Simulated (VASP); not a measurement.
# Fe3Pt2 (R-3m) in VASP: a series of runs

The runs below take Fe3Pt2 through single point, with PBE.

Everything below comes from runs of VASP 6.6.1. Logs are shortened: lines on timing, memory, paths and dates and some standing lists are left out, and cuts for length are marked.

## Step 1: The cell of the first run

Symmetry: R-3m, No. 166, trigonal system. The conventional cell has a = 4.215 Å, b = 4.215 Å, c = 12.906 Å, α = 90.00°, β = 90.00°, γ = 120.00°. Within 3.4 Å of Fe (site symmetry -3m) lie 6 Fe at 2.58 Å and 8 Pt at 2.58 to 2.98 Å. Fe (site symmetry 3m) has 7 Fe at 2.58 to 2.98 Å and 7 Pt at 2.58 to 2.98 Å within 3.4 Å. Within 3.4 Å of Pt (site symmetry 3m) lie 11 Fe at 2.58 to 2.98 Å and 3 Pt at 2.58 Å.

## Step 2: Single point, PBE, collinear spin, ferromagnetic start

Input file INCAR:

```
SYSTEM = Fe3Pt2
PREC     = Accurate       ! precision mode
ENCUT    = 520            ! plane-wave cutoff, eV
EDIFF    = 1E-6           ! SCF threshold, eV
ISMEAR   = 0              ! smearing method
SIGMA    = 0.1            ! smearing width, eV
LREAL    = .False.        ! projectors in reciprocal space
LASPH    = .True.         ! aspherical terms in the spheres
NELM     = 150            ! most SCF steps
ALGO     = Normal         ! electronic algorithm
ISIF     = 2              ! what is computed and relaxed
LWAVE    = .False.        ! write WAVECAR
LCHARG   = .True.         ! write CHGCAR
ISPIN    = 2              ! spin polarisation
MAGMOM   = 4 4 4 0 0      ! initial moments
LORBIT   = 11             ! projections on sites
LMAXMIX  = 4              ! l up to which the mixer works
GGA      = PE             ! functional
LELF     = .True.         ! ELF
LVHAR    = .True.       
NBANDS   = 34             ! bands
```

Input file KPOINTS:

```
Automatic mesh
0
Gamma
  6 6 6
  0 0 0
```

Input file POSCAR:

```
Fe3Pt2
1.0
    2.1075403400      1.2167889800      4.3019987100
   -2.1075403400      1.2167889800      4.3019987100
    0.0000000000     -2.4335779700      4.3019987100
Fe Pt
3 2
Direct
    0.0000000000      0.0000000000      0.0000000000
    0.4000000000      0.4000000000      0.4000000000
    0.6000000000      0.6000000000      0.6000000000
    0.8000000000      0.8000000000      0.8000000000
    0.2000000000      0.2000000000      0.2000000000
```

Potentials or basis: VASP PAW PBE potentials, release 64 (Fe, Pt).

Started as:

```bash
$ cat potpaw_PBE.64/Fe/POTCAR potpaw_PBE.64/Pt/POTCAR > POTCAR
$ mpirun -np 1 vasp_std > vasp.out
```

OUTCAR:

```text
SYSTEM = Fe3Pt2
   PREC = Accurate
   ENCUT = 520
   EDIFF = 1E-6
   ISMEAR = 0
   LREAL = .False.
   LASPH = .True.
   NELM = 150
   ISIF = 2
   ISPIN = 2
   LORBIT = 11
   GGA = PE

 ion  position               nearest neighbor table
   1  0.000  0.000  0.000-   3 2.58   3 2.58   2 2.58   2 2.58   3 2.58   2 2.58   5 2.58   4 2.58
                             4 2.98   5 2.98   4 2.98   5 2.98   4 2.98   5 2.98
   2  0.400  0.400  0.400-   1 2.58   1 2.58   4 2.58   4 2.58   1 2.58   4 2.58   5 2.58   3 2.58
                             3 2.98   3 2.98   5 2.98   5 2.98   3 2.98   5 2.98
   3  0.600  0.600  0.600-   5 2.58   5 2.58   1 2.58   1 2.58   5 2.58   1 2.58   4 2.58   2 2.58
                             2 2.98   2 2.98   4 2.98   4 2.98   2 2.98   4 2.98
   4  0.800  0.800  0.800-   2 2.58   2 2.58   5 2.58   5 2.58   2 2.58   5 2.58   3 2.58   1 2.58
                             1 2.98   1 2.98   3 2.98   3 2.98   1 2.98   3 2.98
   5  0.200  0.200  0.200-   3 2.58   3 2.58   4 2.58   4 2.58   3 2.58   4 2.58   2 2.58   1 2.58
                             1 2.98   1 2.98   2 2.98   2 2.98   1 2.98   2 2.98

  LATTYP: Found a trigonal (rhomboedric) cell.
 ALAT       =     4.9426202168
 COS(alpha) =     0.6363636369

  Lattice vectors:

 A1 = (   2.1075403400,   1.2167889800,   4.3019987100)
 A2 = (  -2.1075403400,   1.2167889800,   4.3019987100)
 A3 = (   0.0000000000,  -2.4335779700,   4.3019987100)

Analysis of symmetry for initial positions (statically):
=====================================================================
 Subroutine PRICEL returns:
 Original cell was already a primitive cell.

 Routine SETGRP: Setting up the symmetry group for a
 trigonal (rhombohedral) supercell.

 Subroutine GETGRP returns: Found 12 space group operations
 (whereof 12 operations were pure point group operations)
 out of a pool of 12 trial point group operations.

The static configuration has the point symmetry D_3d.

Analysis of symmetry for dynamics (positions and initial velocities):
=====================================================================
 Subroutine PRICEL returns:
 Original cell was already a primitive cell.

 Routine SETGRP: Setting up the symmetry group for a
 trigonal (rhombohedral) supercell.

 Subroutine GETGRP returns: Found 12 space group operations
 (whereof 12 operations were pure point group operations)
 out of a pool of 12 trial point group operations.

The dynamic configuration has the point symmetry D_3d.

Analysis of structural, dynamic, and magnetic symmetry:
=====================================================================
 Subroutine PRICEL returns:
 Original cell was already a primitive cell.

 Routine SETGRP: Setting up the symmetry group for a
 trigonal (rhombohedral) supercell.

 Subroutine GETGRP returns: Found 12 space group operations
 (whereof 12 operations were pure point group operations)
 out of a pool of 12 trial point group operations.

The overall configuration has the point symmetry D_3d.

 Subroutine INISYM returns: Found 12 space group operations
 (whereof 12 operations are pure point group operations),
 and found     1 'primitive' translations

----------------------------------------------------------------------------------------

                                     Primitive cell

  volume of cell :      66.1931

  direct lattice vectors                    reciprocal lattice vectors
     2.107540340  1.216788980  4.301998710     0.237243383  0.136972531  0.077483364
    -2.107540340  1.216788980  4.301998710    -0.237243383  0.136972531  0.077483364
     0.000000000 -2.433577970  4.301998710     0.000000000 -0.273945062  0.077483364

  length of vectors
     4.942620217  4.942620217  4.942620220     0.284692060  0.284692060  0.284692059

  position of ions in fractional coordinates (direct lattice)
     0.000000000  0.000000000  0.000000000
     0.400000000  0.400000000  0.400000000
     0.600000000  0.600000000  0.600000000
     0.800000000  0.800000000  0.800000000
     0.200000000  0.200000000  0.200000000

  ion indices of the primitive-cell ions
[... 37 lines left out ...]
  0.333333  0.000000 -0.000000      6.000000
  0.500000 -0.000000 -0.000000      3.000000
  0.166667  0.166667 -0.000000      6.000000
  0.333333  0.166667 -0.000000     12.000000
[... 16 lines left out ...]
  0.500000  0.500000  0.166667      6.000000
 -0.333333  0.500000  0.166667     12.000000
 [... further k-points ...]
   k-points           NKPTS =     32   k-points in BZ     NKDIM =     32   number of bands    NBANDS=     34
   number of dos      NEDOS =    301   number of ions     NIONS =      5
   total plane-waves  NPLWV =  64000
   dimension x,y,z NGX =    40 NGY =   40 NGZ =   40
   dimension x,y,z NGXF=    80 NGYF=   80 NGZF=   80
   ions per type =               3   2
   NGX,Y,Z   is equivalent  to a cutoff of  13.45, 13.45, 13.45 a.u.
   NGXF,Y,Z  is equivalent  to a cutoff of  26.91, 26.91, 26.91 a.u.
 SYSTEM =  Fe3Pt2
   PREC   = accura    normal or accurate (medium, high low for compatibility)
   ISTART =      0    job   : 0-new  1-cont  2-samecut
   ICHARG =      2    charge: 1-file 2-atom 10-const
   ISPIN  =      2    spin polarized calculation?
   LNONCOLLINEAR =      F non collinear calculations
   LSORBIT =      F    spin-orbit coupling
   LASPH  =      T    aspherical Exc in radial PAW
   ENCUT  =  520.0 eV  38.22 Ry    6.18 a.u.   9.19  9.19  9.19*2*pi/ulx,y,z
   NELM   =    150;   NELMIN=  2; NELMDL= -5     # of ELM steps
   EDIFF  = 0.1E-05   stopping-criterion for ELM
   LREAL  =      F    real-space projection
   EDIFFG = 0.1E-04   stopping-criterion for IOM
   NSW    =      0    number of steps for IOM
   IBRION =     -1    ionic relax: 0-MD 1-quasi-New 2-CG
   NFREE  =      0    steps in history (QN), initial steepest desc. (CG)
   ISIF   =      2    stress and relaxation
   ISYM   =      2    0-nonsym 1-usesym 2-fastsym
   POTIM  = 0.5000    time-step for ionic-motion
   TEBEG  =    0.0;   TEEND  =   0.0 temperature during run
   PSTRESS=    0.0 pullay stress
   NELECT =      44.0000    total number of electrons
   NUPDOWN=      -1.0000    fix difference up-down
   EMIN   =  10.00;   EMAX   =-10.00  energy-range for DOS
   EFERMI =   0.00;   METHOD = LEGACY
   ISMEAR =     0;   SIGMA  =   0.10  broadening in eV -4-tet -1-fermi 0-gaus
   EFERMI_NEDOS =   21; number of points for ismear=-14 and -15
   IALGO  =     38    algorithm
   IMIX   =      4    mixing-type and parameters
     AMIX     =   0.40;   BMIX     =  1.00
     AMIX_MAG =   1.60;   BMIX_MAG =  1.00
  volume/ion in A,a.u.               =      13.24        89.34
  Fermi-wavevector in a.u.,A,eV,Ry     =   1.428745  2.699937 27.773753  2.041313
  Thomas-Fermi vector in A             =   2.548774
   LORBIT       =     11    0 simple, 1 ext, 2 COOP (PROOUT), +10 PAW based schemes
   GGA     = PE    functional components
   LHFCALC =     F    Hartree Fock is set to
   AEXX    =    0.0000 exact exchange contribution
   IVDW    =     0    specifies the selected vdW correction
   LEPSILON=     F    determine dielectric tensor
   LRPA    =     F    only Hartree local field effects (RPA)
 spin polarized calculation
 Gauss-broadening in eV      SIGMA  =   0.10
  energy-cutoff  :      520.00
  volume of cell :       66.19
 maximum number of plane-waves:      1798
 NGX is ok and might be reduce to    40
   NGX = 19   NGY = 19   NGZ = 19

 number of electron      44.0000000 magnetization      12.0000000

 number of electron      43.9999999 magnetization       9.1494924

 Free energy of the ion-electron system (eV)
  ---------------------------------------------------
  ext. energy  EPLUGINS =         0.00000000
  ---------------------------------------------------
  free energy    TOTEN  =       -37.01006277 eV

  energy without entropy =      -36.98407480  energy(sigma->0) =      -36.99706878

 E-fermi :   8.3541     XC(G=0): -13.0880

 val. band max:        8.3538386076   @ k =   0.5000   0.5000  -0.0000
 cond. band min:       8.3568202652   @ k =   0.5000   0.5000  -0.0000
 fundamental gap:      0.0029816576
 Fermi energy:         8.3540948853

 spin component 1

 k-point     1 :       0.0000    0.0000    0.0000
  band No.  band energies     occupation
      1      -1.1824      1.00000
      2       2.7270      1.00000
      3       2.7270      1.00000
      4       3.1951      1.00000
      5       3.1951      1.00000
      6       3.7516      1.00000
[... 877 lines left out ...]
     33      19.1610      0.00000
     34      19.9608      0.00000

 [... further k-points ...]

 spin component 2

 k-point     1 :       0.0000    0.0000    0.0000
  band No.  band energies     occupation
      1      -1.0182      1.00000
      2       3.1110      1.00000
      3       3.1110      1.00000
      4       3.4852      1.00000
      5       3.4852      1.00000
      6       3.9624      1.00000
[... 877 lines left out ...]
     33      19.8633      0.00000
     34      20.6900      0.00000

 [... further k-points ...]

------------------------ aborting loop because EDIFF is reached ----------------------------------------

  FORCE on cell =-STRESS in cart. coord.  units (eV):
  Direction    XX          YY          ZZ          XY          YZ          ZX
  --------------------------------------------------------------------------------------
  -------------------------------------------------------------------------------------
  Total        5.4742189      5.4742189      1.9179899      0.0000000     -0.0000000      0.0000000
  in kB      132.5012735    132.5012737     46.4241764      0.0000000     -0.0000000      0.0000000
  external PRESSURE =     103.8089079 kB  Pullay stress =       0.0000000 kB

 VOLUME and BASIS-vectors are now :
 -----------------------------------------------------------------------------
  energy-cutoff  :      520.00
  volume of cell :       66.19
      direct lattice vectors                 reciprocal lattice vectors
     2.107540340  1.216788980  4.301998710     0.237243383  0.136972531  0.077483364
    -2.107540340  1.216788980  4.301998710    -0.237243383  0.136972531  0.077483364
     0.000000000 -2.433577970  4.301998710     0.000000000 -0.273945062  0.077483364

 POSITION                                       TOTAL-FORCE (eV/Angst)
 -----------------------------------------------------------------------------------
      0.00000      0.00000      0.00000         0.000000     -0.000000      0.000000
      0.00000     -0.00000      5.16240         0.000000     -0.000000      0.488003
      0.00000     -0.00000      7.74360         0.000000      0.000000     -0.488003
      0.00000     -0.00000     10.32480         0.000000      0.000000     -1.818231
      0.00000     -0.00000      2.58120         0.000000     -0.000000      1.818231
 -----------------------------------------------------------------------------------
    total drift:                               -0.000000      0.000000     -0.000000

  FREE ENERGIE OF THE ION-ELECTRON SYSTEM (eV)
  ---------------------------------------------------
  free  energy   TOTEN  =       -37.0100627680 eV

  energy  without entropy=      -36.9840747962  energy(sigma->0) =      -36.99706878

 total charge

# of ion       s       p       d       tot
------------------------------------------
    1        0.416   0.435   6.199   7.051
    2        0.431   0.475   6.148   7.054
    3        0.431   0.475   6.148   7.054
    4        0.740   0.723   8.082   9.545
    5        0.740   0.723   8.082   9.545
--------------------------------------------------
tot          2.757   2.831  34.661  40.249

 magnetization (x)

# of ion       s       p       d       tot
------------------------------------------
    1        0.002  -0.004   2.772   2.770
    2        0.007  -0.012   2.854   2.849
    3        0.007  -0.012   2.854   2.849
    4       -0.022  -0.067   0.390   0.302
    5       -0.022  -0.067   0.390   0.302
--------------------------------------------------
tot         -0.026  -0.162   9.260   9.072
```

It took 4.4 min on 1 thread of Intel Xeon Platinum 8488C (Sapphire Rapids), shared host; peak memory 0.34 GiB.

Results:

```yaml
Free_energy: -37.0101 eV
Pressure: 10.4 GPa
Largest_force: 1.818 eV/Å
Net_moment: 9.15 μB per cell
Site_moments: Fe +2.77, +2.85 (each value once); Pt +0.30 μB
Valence_electrons_inside_the_program's_atomic_spheres: Fe 7.05; Pt 9.54
```

Forces in eV/Å, atoms in the order of the input:
```
Fe   0.000  0.000  0.000
Fe   0.000  0.000  0.488
Fe   0.000  0.000 -0.488
Pt   0.000  0.000 -1.818
Pt   0.000  0.000  1.818
```

Levels at points of the mesh, in eV from the Fermi level:
Spin up:
```
           k point  band 23  band 24  band 25  band 26  band 27  band 28  band 29  band 30  band 31  band 32
(0.00, 0.00, 0.00)    -1.00    -1.00    -0.75    -0.75     3.40     4.27     6.57     6.57     7.10     7.53
(0.50, 0.00, 0.00)    -1.08    -1.08    -0.70    -0.62    -0.11     0.03     4.57     5.79     5.87     6.75
(0.50, 0.50, 0.00)    -1.21    -0.79    -0.53    -0.11     0.03     0.20     1.38     1.38     6.67    11.33
(0.50, 0.50, 0.50)    -1.25    -1.25    -0.43    -0.40    -0.40     6.37     6.37     6.92     7.30     7.48
```
Spin down:
```
           k point  band 15  band 16  band 17  band 18  band 19  band 20
(0.00, 0.00, 0.00)    -0.84    -0.77    -0.05    -0.05     0.71     0.71
(0.50, 0.00, 0.00)    -0.51    -0.12    -0.08     0.05     0.11     0.33
(0.50, 0.50, 0.00)    -0.51     0.00     0.00     0.12     0.29     0.63
(0.50, 0.50, 0.50)    -0.39    -0.39     0.03     0.85     0.86     0.86
```

Caveat: the stress differs along the axes, from 5 to 13 GPa; spin-orbit coupling is left out, which moves the levels of the heavy elements; forces of over 1 eV/Å act on the atoms, so gaps and moduli don't describe the material at rest.

## Step 3: Single point, PBE, collinear spin, ferromagnetic start

This run uses another cell than the first one, of 13.81 Å³/atom.

Input file INCAR:

```
ALGO = Normal
EDIFF = 1E-6
ENCUT = 520
GGA = PE
ISIF = 2
ISMEAR = 0
ISPIN = 2
LASPH = True
LCHARG = False
LMAXMIX = 4
LORBIT = 11
LREAL = False
LWAVE = False
MAGMOM = 4 4 4 0 0
NBANDS = 34
NELM = 150
PREC = Accurate
SIGMA = 0.1
```

Input file KPOINTS:

```
k-points
0
Gamma
  6 6 6
```

Input file POSCAR:

```
Fe3Pt2
1.0
    2.1387840963      1.2348275721      4.3590551540
   -2.1387840963      1.2348275721      4.3590551540
    0.0000000000     -2.4696551492      4.3590551525
Fe Pt
3 2
Direct
    0.0000000000      0.0000000000      0.0000000000
    0.4062228274      0.4062228274      0.4062228274
    0.5937771726      0.5937771726      0.5937771726
    0.7867661578      0.7867661578      0.7867661578
    0.2132338422      0.2132338422      0.2132338422
```

Potentials or basis: VASP PAW PBE potentials, release 64 (Fe, Pt).

Started as:

```bash
$ cat potpaw_PBE.64/Fe/POTCAR potpaw_PBE.64/Pt/POTCAR > POTCAR
$ mpirun -np 1 vasp_std > vasp.out
```

It took 3.4 min on 1 thread of Intel Xeon Platinum 8488C (Sapphire Rapids), shared host; peak memory 0.34 GiB.

The run converged. Its results:

```yaml
Free_energy: -37.4747 eV
Pressure: -0.1 GPa
Largest_force: 0.027 eV/Å
Net_moment: 9.49 μB per cell
Site_moments: Fe +2.86, +2.91 (each value once); Pt +0.38 μB
Valence_electrons_inside_the_program's_atomic_spheres: Fe 6.91, 7.06 (each value once); Pt 9.39
```

Forces in eV/Å, atoms in the order of the input:
```
Fe   0.000  0.000  0.000
Fe   0.000  0.000 -0.027
Fe   0.000  0.000  0.027
Pt   0.000  0.000  0.013
Pt   0.000  0.000 -0.013
```

Stress tensor (GPa, compression positive):
```
-0.07  0.00  0.00
 0.00 -0.07  0.00
 0.00  0.00 -0.30
```

Levels at points of the mesh, in eV from the Fermi level:
Spin up:
| k point | band 24 | band 25 | band 26 | band 27 | band 28 | band 29 | band 30 | band 31 |
| --- | --- | --- | --- | --- | --- | --- | --- | --- |
| (0.00, 0.00, 0.00) | -1.01 | -0.92 | -0.92 | 3.07 | 3.61 | 6.08 | 6.08 | 6.77 |
| (0.50, 0.00, 0.00) | -1.09 | -0.99 | -0.93 | -0.32 | 0.14 | 4.40 | 5.34 | 5.48 |
| (0.50, 0.50, 0.00) | -1.10 | -0.55 | -0.33 | -0.15 | -0.10 | 0.73 | 1.40 | 6.13 |
| (0.50, 0.50, 0.50) | -1.24 | -0.64 | -0.64 | -0.61 | 6.34 | 6.34 | 6.58 | 6.87 |
Spin down:
| k point | band 13 | band 14 | band 15 | band 16 | band 17 | band 18 | band 19 | band 20 | band 21 | band 22 |
| --- | --- | --- | --- | --- | --- | --- | --- | --- | --- | --- |
| (0.00, 0.00, 0.00) | -1.24 | -0.93 | -0.93 | -0.73 | -0.22 | -0.22 | 0.36 | 0.36 | 1.05 | 1.05 |
| (0.50, 0.00, 0.00) | -1.26 | -1.17 | -0.64 | -0.54 | -0.06 | 0.26 | 0.29 | 0.51 | 0.79 | 0.89 |
| (0.50, 0.50, 0.00) | -1.98 | -0.64 | -0.59 | -0.42 | -0.02 | 0.27 | 0.30 | 0.61 | 0.92 | 1.08 |
| (0.50, 0.50, 0.50) | -0.98 | -0.98 | -0.68 | -0.68 | -0.35 | 0.80 | 0.98 | 0.98 | 1.17 | 1.17 |

Caveat: spin-orbit coupling is left out, which moves the levels of the heavy elements.
